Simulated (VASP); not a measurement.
# AlO (Pm-3m) in VASP: notebook, part 2 of 2

VASP 6.6.1. Earlier steps stand in the parts before.

### Step 3. Relaxation of cell and atoms, PBE, collinear spin, ferromagnetic start

This run uses another cell than the first one, of 27.54 Å³/atom, 2.675 times its volume.

Contents of INCAR:

```
ALGO = Normal ; EDIFF = 1E-7
EDIFFG = -0.04 ; ENCUT = 600
GGA = PE ; IBRION = 2
ISIF = 3 ; ISMEAR = 0
ISPIN = 2 ; LASPH = T
LCHARG = F ; LORBIT = 11
LREAL = F ; LWAVE = F
MAGMOM = 0 0 0 1 1 1 ; NELM = 150
NSW = 90 ; PREC = Accurate
SIGMA = 0.1
```

Contents of KPOINTS:

```
k-points
0
Gamma
  4 4 4
```

Contents of POSCAR:

```
AlO
1.0
    5.4871625700      0.0000000000      0.0000000000
    0.0000000000      5.4871625700      0.0000000000
    0.0000000000      0.0000000000      5.4871625700
Al O
3 3
Direct
    0.5000000000      0.0000000000      0.0000000000
    0.0000000000      0.5000000000      0.0000000000
    0.0000000000      0.0000000000      0.5000000000
    0.0000000000      0.5000000000      0.5000000000
    0.5000000000      0.0000000000      0.5000000000
    0.5000000000      0.5000000000      0.0000000000
```

Potentials or basis: VASP PAW PBE potentials, release 64 (Al, O).

Started as:

```
$ cat potpaw_PBE.64/Al/POTCAR potpaw_PBE.64/O/POTCAR > POTCAR
$ mpirun -np 1 vasp_std > vasp.out
```

OUTCAR:

```text
EDIFF = 1E-7
   EDIFFG = -0.04
   ENCUT = 600
   GGA = PE
   IBRION = 2
   ISIF = 3
   ISMEAR = 0
   ISPIN = 2
   LASPH = T
   LORBIT = 11
   LREAL = F
   NELM = 150
   NSW = 90
   PREC = Accurate

 ion  position               nearest neighbor table
   1  0.500  0.000  0.000-
   2  0.000  0.500  0.000-
   3  0.000  0.000  0.500-
   4  0.000  0.500  0.500-
   5  0.500  0.000  0.500-
   6  0.500  0.500  0.000-

  LATTYP: Found a simple cubic cell.
 ALAT       =     5.4871625700

  Lattice vectors:

 A1 = (   5.4871625700,   0.0000000000,   0.0000000000)
 A2 = (   0.0000000000,   5.4871625700,   0.0000000000)
 A3 = (   0.0000000000,   0.0000000000,   5.4871625700)

Analysis of symmetry for initial positions (statically):
[... 1752 lines left out ...]
 number of electron      26.9999999 magnetization       0.0000010

 Free energy of the ion-electron system (eV)
  ---------------------------------------------------
  ext. energy  EPLUGINS =         0.00000000
  ---------------------------------------------------
  free energy    TOTEN  =       -36.52421890 eV

  energy without entropy =      -36.51200391  energy(sigma->0) =      -36.51811141

 E-fermi :   9.6001     XC(G=0): -11.1198

 val. band max:        9.1818618595   @ k =   0.5000   0.5000   0.0000
 cond. band min:       9.6048001049   @ k =   0.2500   0.2500   0.0000
 fundamental gap:      0.4229382454
 Fermi energy:         9.6000809880
[... 476 lines left out ...]
  FREE ENERGIE OF THE ION-ELECTRON SYSTEM (eV)
  ---------------------------------------------------
  free  energy   TOTEN  =       -36.5242189014 eV

  energy  without entropy=      -36.5120039140  energy(sigma->0) =      -36.51811141

 reached required accuracy - stopping structural energy minimisation

 total charge

# of ion       s       p       d       tot
------------------------------------------
    1        0.347   0.351   0.000   0.698
    2        0.347   0.351   0.000   0.698
    3        0.347   0.351   0.000   0.698
    4        1.562   3.518   0.000   5.080
    5        1.562   3.518   0.000   5.080
    6        1.562   3.518   0.000   5.080
--------------------------------------------------
tot          5.728  11.605   0.000  17.334

 magnetization (x)

# of ion       s       p       d       tot
------------------------------------------
    1        0.000  -0.000   0.000   0.000
    2        0.000  -0.000   0.000   0.000
    3        0.000  -0.000   0.000   0.000
    4       -0.000  -0.000   0.000  -0.000
    5       -0.000  -0.000   0.000  -0.000
    6       -0.000  -0.000   0.000  -0.000
--------------------------------------------------
tot         -0.000  -0.000   0.000  -0.000
```

CONTCAR:

```text
AlO
   1.00000000000000
     3.9522902361701804   -0.0000000000000000    0.0000000000000000
     0.0000000000000000    3.9522902361701804    0.0000000000000000
     0.0000000000000000   -0.0000000000000000    3.9522902361701799
  Al              O
     3     3
Direct
     0.5000000000000000    0.0000000000000000    0.0000000000000000
     0.0000000000000000    0.5000000000000000    0.0000000000000000
     0.0000000000000000    0.0000000000000000    0.5000000000000000
     0.0000000000000000    0.5000000000000000    0.5000000000000000
     0.5000000000000000    0.0000000000000000    0.5000000000000000
     0.5000000000000000    0.5000000000000000    0.0000000000000000

  0.00000000E+00  0.00000000E+00  0.00000000E+00
  0.00000000E+00  0.00000000E+00  0.00000000E+00
  0.00000000E+00  0.00000000E+00  0.00000000E+00
  0.00000000E+00  0.00000000E+00  0.00000000E+00
  0.00000000E+00  0.00000000E+00  0.00000000E+00
  0.00000000E+00  0.00000000E+00  0.00000000E+00
```

It took 25 min on 1 thread of Intel Xeon Platinum 8259CL at 2.50GHz (Skylake/Cascade Lake), shared host; peak memory 0.46 GiB.

Results:

```
Free energy                                           : -36.5242 eV
Relaxed volume                                        : 10.29 Å³/atom
Relaxed cell                                          : a = 3.952 Å, b = 3.952 Å, c = 3.952 Å, α = 90.00°, β = 90.00°, γ = 90.00°
Space group after relaxing (to 0.05 Å)                : Pm-3m (No. 221)
Energy gained by relaxing                             : 2445.6 meV/atom
Ionic steps                                           : 11
Pressure after relaxing                               : 0.0 GPa
Net moment                                            : 0.00 μB per cell
Valence electrons inside the program's atomic spheres : Al 0.70; O 5.08
```

Step by step:
```
step  energy change (eV)  largest force (eV/Å)  pressure (GPa)  volume (Å³)
   1              0.0000                0.0000          -16.37       165.21
   2             -8.2743                0.0000          -28.22       106.64
   3            133.9457                0.0000         3196.04        15.76
   4             -9.7604                0.0000          -29.05        98.37
   5            -11.0270                0.0000           90.43        45.18
   6            -13.8794                0.0000          -18.97        73.15
   7            -14.5595                0.0000           11.00        58.25
   8            -14.6656                0.0000           -2.56        62.72
   9            -14.6719                0.0000            1.23        61.30
  10            -14.6722                0.0000           -1.08        62.14
  11            -14.6735                0.0000            0.00        61.74
```

Final structure:
```xyz
6
Lattice="3.9523 0.0000 0.0000 0.0000 3.9523 0.0000 0.0000 0.0000 3.9523" Properties=species:S:1:pos:R:3 pbc="T T T"
Al    1.9761    0.0000    0.0000
Al    0.0000    1.9761    0.0000
Al    0.0000    0.0000    1.9761
O     0.0000    1.9761    1.9761
O     1.9761    0.0000    1.9761
O     1.9761    1.9761    0.0000
```

Levels at points of the mesh, in eV from the Fermi level:
Spin up:
| k point | band 11 | band 12 | band 13 | band 14 | band 15 | band 16 |
| --- | --- | --- | --- | --- | --- | --- |
| (0.00, 0.00, 0.00) | -4.09 | -4.09 | -4.09 | 2.43 | 2.43 | 3.01 |
| (0.50, 0.00, 0.00) | -4.47 | -4.47 | -3.17 | -1.68 | 1.25 | 1.25 |
| (0.50, 0.50, 0.00) | -5.25 | -3.64 | -3.57 | -0.42 | 0.62 | 0.62 |
| (0.50, 0.50, 0.50) | -5.87 | -3.54 | -3.54 | 2.53 | 2.53 | 2.53 |
Spin down:
```
           k point  band 11  band 12  band 13  band 14  band 15  band 16
(0.00, 0.00, 0.00)    -4.09    -4.09    -4.09     2.43     2.43     3.01
(0.50, 0.00, 0.00)    -4.47    -4.47    -3.17    -1.68     1.25     1.25
(0.50, 0.50, 0.00)    -5.25    -3.64    -3.57    -0.42     0.62     0.62
(0.50, 0.50, 0.50)    -5.87    -3.54    -3.54     2.53     2.53     2.53
```

Caveat: the volume moved by over 15 % at a fixed basis, so the end points are rough.
